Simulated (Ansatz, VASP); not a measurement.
## One calculation of WS3, two programs

```
W S
1.0
     4.64017    0.00000    0.00000
     0.00000    4.64017    0.00000
     0.00000    0.00000    4.64017
W S
1 3
Direct
  0.00000 0.00000 0.00000
  0.00000 0.00000 0.50000
  0.00000 0.50000 0.00000
  0.50000 0.00000 0.00000
```

Alike in both runs: task electric field gradients; functional PBEsol; k mesh 10 × 10 × 10; occupations fermi-dirac, width 0.15 eV; no spin polarisation.

|  | VASP | Ansatz |
| --- | --- | --- |
| version | VASP 6.6.1 | Ansatz 0.2.0 |
| potentials or method | VASP PAW PBE potentials, release 64 (W_sv, S), cutoff 520 eV | scalar-relativistic, plane waves, PAW |
| valence electrons in the cell | 32 | 32 |

```csv
,VASP,Ansatz,Ansatz less VASP
gap on the k mesh at the Fermi level (eV),none,none,-
pressure (GPa),0.0,0.0,-0.04
size of Vzz on the site where it differs most (V/Å²),10.7,15.7,+5.00
```

VASP's potentials were made for PBE, not for PBEsol. A gap of «none» marks a metal or a gap that the smearing closes.

Spin-orbit coupling is off throughout.
